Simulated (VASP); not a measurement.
# Hf (Fm-3m) in VASP: single point with PBEsol

Aim: the single point of Hf with PBEsol.

All numbers are computed with VASP 6.6.1; they aren't measurements. Logs are shortened: lines on timing, memory, paths and dates and some standing lists are left out, and cuts for length are marked.

## 1. The cell of the first run

The structure is cubic, space group Fm-3m (No. 225). The conventional cell has a = 4.418 Å, b = 4.418 Å, c = 4.418 Å, α = 90.00°, β = 90.00°, γ = 90.00°. Hf (site symmetry m-3m) has 12 Hf at 3.12 Å within 4.1 Å.

This isn't the form of Hf at room conditions, which is hcp.

## 2. Single point, PBEsol (21.56 Å³/atom)

The input, INCAR:

```
SYSTEM = Hf
ALGO = Normal
EDIFF = 1E-7
ENCUT = 520
GGA = PS
ISIF = 2
ISMEAR = -1
LASPH = .True.
LCHARG = .False.
LREAL = .False.
LWAVE = .False.
NBANDS = 11
NELM = 60
PREC = Accurate
SIGMA = 0.05
```

The input, KPOINTS:

```
k-points
0
Gamma
  16 16 16
  0 0 0
```

The input, POSCAR:

```
Hf
1.0
    0.0000000000      2.2089981059      2.2089981059
    2.2089981059      0.0000000000      2.2089981059
    2.2089981059      2.2089981059      0.0000000000
Hf
1
Direct
    0.0000000000      0.0000000000      0.0000000000
```

Potentials or basis: VASP PAW PBE potentials, release 64 (Hf_pv).

Launch:

```
$ cat potpaw_PBE.64/Hf_pv/POTCAR > POTCAR
$ mpirun -np 1 vasp_std > vasp.out
```

OUTCAR:

```text
SYSTEM = Hf
   EDIFF = 1E-7
   ENCUT = 520
   GGA = PS
   ISIF = 2
   ISMEAR = -1
   LASPH = .True.
   LREAL = .False.
   NELM = 60
   PREC = Accurate

 ion  position               nearest neighbor table
   1  0.000  0.000  0.000-

  LATTYP: Found a face centered cubic cell.
 ALAT       =     4.4179962118

  Lattice vectors:

 A1 = (   0.0000000000,   2.2089981059,   2.2089981059)
 A2 = (   2.2089981059,   0.0000000000,   2.2089981059)
 A3 = (   2.2089981059,   2.2089981059,   0.0000000000)

Analysis of symmetry for initial positions (statically):
=====================================================================
 Subroutine PRICEL returns:
 Original cell was already a primitive cell.

 Routine SETGRP: Setting up the symmetry group for a
 face centered cubic supercell.

 Subroutine GETGRP returns: Found 48 space group operations
 (whereof 48 operations were pure point group operations)
 out of a pool of 48 trial point group operations.

The static configuration has the point symmetry O_h .

Analysis of symmetry for dynamics (positions and initial velocities):
=====================================================================
 Subroutine PRICEL returns:
 Original cell was already a primitive cell.

 Routine SETGRP: Setting up the symmetry group for a
 face centered cubic supercell.

 Subroutine GETGRP returns: Found 48 space group operations
 (whereof 48 operations were pure point group operations)
 out of a pool of 48 trial point group operations.

The dynamic configuration has the point symmetry O_h .

 Subroutine INISYM returns: Found 48 space group operations
 (whereof 48 operations are pure point group operations),
 and found     1 'primitive' translations

----------------------------------------------------------------------------------------

                                     Primitive cell

  volume of cell :      21.5584

  direct lattice vectors                    reciprocal lattice vectors
     0.000000000  2.208998106  2.208998106    -0.226346957  0.226346957  0.226346957
     2.208998106  0.000000000  2.208998106     0.226346957 -0.226346957  0.226346957
     2.208998106  2.208998106  0.000000000     0.226346957  0.226346957 -0.226346957

  length of vectors
     3.123995081  3.123995081  3.123995081     0.392044430  0.392044430  0.392044430

  position of ions in fractional coordinates (direct lattice)
     0.000000000  0.000000000  0.000000000

  ion indices of the primitive-cell ions
   primitive index   ion index
[... 73 lines left out ...]
   EDIFF  = 0.1E-06   stopping-criterion for ELM
   LREAL  =      F    real-space projection
   EDIFFG = 0.1E-05   stopping-criterion for IOM
   NSW    =      0    number of steps for IOM
   IBRION =     -1    ionic relax: 0-MD 1-quasi-New 2-CG
   NFREE  =      0    steps in history (QN), initial steepest desc. (CG)
   ISIF   =      2    stress and relaxation
   ISYM   =      2    0-nonsym 1-usesym 2-fastsym
   POTIM  = 0.5000    time-step for ionic-motion
   TEBEG  =    0.0;   TEEND  =   0.0 temperature during run
   PSTRESS=    0.0 pullay stress
   NELECT =      10.0000    total number of electrons
   NUPDOWN=      -1.0000    fix difference up-down
   EMIN   =  10.00;   EMAX   =-10.00  energy-range for DOS
   EFERMI =   0.00;   METHOD = LEGACY
   ISMEAR =    -1;   SIGMA  =   0.05  broadening in eV -4-tet -1-fermi 0-gaus
   EFERMI_NEDOS =   21; number of points for ismear=-14 and -15
   IALGO  =     38    algorithm
   IMIX   =      4    mixing-type and parameters
     AMIX     =   0.40;   BMIX     =  1.00
     AMIX_MAG =   1.60;   BMIX_MAG =  1.00
  volume/ion in A,a.u.               =      21.56       145.48
  Fermi-wavevector in a.u.,A,eV,Ry     =   1.267271  2.394795 21.850626  1.605976
  Thomas-Fermi vector in A             =   2.400428
   LORBIT       =      0    0 simple, 1 ext, 2 COOP (PROOUT), +10 PAW based schemes
   GGA     = PS    functional components
   LHFCALC =     F    Hartree Fock is set to
   AEXX    =    0.0000 exact exchange contribution
   IVDW    =     0    specifies the selected vdW correction
   LEPSILON=     F    determine dielectric tensor
   LRPA    =     F    only Hartree local field effects (RPA)
 non-spin polarized calculation
  energy-cutoff  :      520.00
  volume of cell :       21.56
 maximum number of plane-waves:       604
   NGX = 11   NGY = 11   NGZ = 11

 number of electron      10.0000001 magnetization

 Free energy of the ion-electron system (eV)
  ---------------------------------------------------
  ext. energy  EPLUGINS =         0.00000000
  ---------------------------------------------------
  free energy    TOTEN  =       -10.43871438 eV

  energy without entropy =      -10.42533290  energy(sigma->0) =      -10.43202364

 E-fermi :   4.8416     XC(G=0): -11.5633

 val. band max:        4.8299806824   @ k =   0.3125   0.0000   0.0000
 cond. band min:       4.8473185237   @ k =  -0.3125   0.3125   0.0625
 fundamental gap:      0.0173378413
 Fermi energy:         4.8415980127

 k-point     1 :       0.0000    0.0000    0.0000
  band No.  band energies     occupation
      1     -24.9867      2.00000
      2     -24.9867      2.00000
      3     -24.9867      2.00000
      4      -2.5033      2.00000
      5       6.2444      0.00000
      6       6.2444      0.00000
      7       6.2444      0.00000
      8       9.1638      0.00000
      9       9.1638      0.00000
     10      16.3324      0.00000
     11      18.0167      0.00000
[... 309 lines left out ...]
 k-point    24 :      -0.0625    0.0625    0.0000
  band No.  band energies     occupation
      1     -25.0777      2.00000
      2     -25.0129      2.00000
      3     -24.9930      2.00000
      4      -2.1258      2.00000
      5       5.8659      0.00000
      6       6.4188      0.00000
      7       6.4361      0.00000
      8       8.7994      0.00000
      9       9.1500      0.00000
     10      17.1556      0.00000
     11      18.0146      0.00000

 [... further k-points ...]
[... 5 lines left out ...]
  --------------------------------------------------------------------------------------
  -------------------------------------------------------------------------------------
  Total       -0.0539988     -0.0539988     -0.0539988      0.0000000      0.0000000     -0.0000000
  in kB       -4.0130864     -4.0130864     -4.0130864      0.0000000      0.0000000     -0.0000000
  external PRESSURE =      -4.0130864 kB  Pullay stress =       0.0000000 kB

 VOLUME and BASIS-vectors are now :
 -----------------------------------------------------------------------------
  energy-cutoff  :      520.00
  volume of cell :       21.56
      direct lattice vectors                 reciprocal lattice vectors
     0.000000000  2.208998106  2.208998106    -0.226346957  0.226346957  0.226346957
     2.208998106  0.000000000  2.208998106     0.226346957 -0.226346957  0.226346957
     2.208998106  2.208998106  0.000000000     0.226346957  0.226346957 -0.226346957

 POSITION                                       TOTAL-FORCE (eV/Angst)
 -----------------------------------------------------------------------------------
      0.00000      0.00000      0.00000         0.000000     -0.000000      0.000000
 -----------------------------------------------------------------------------------
    total drift:                               -0.000000     -0.000000     -0.000000

  FREE ENERGIE OF THE ION-ELECTRON SYSTEM (eV)
  ---------------------------------------------------
  free  energy   TOTEN  =       -10.4387143833 eV

  energy  without entropy=      -10.4253328992  energy(sigma->0) =      -10.43202364
```

It took 36 s on 1 thread of AMD EPYC 7R13, shared host; peak memory 0.13 GiB.

What came out:

```yaml
Free_energy: -10.4387 eV
Pressure: -0.4 GPa
Band_gap_on_the_k_mesh: zero (bands 5 and 6 overlap by 1.80 eV)
```

Caveat: the PAW data sets were made with another functional, which shifts forces and pressure a little; spin-orbit coupling is left out, which moves the levels of the heavy elements.
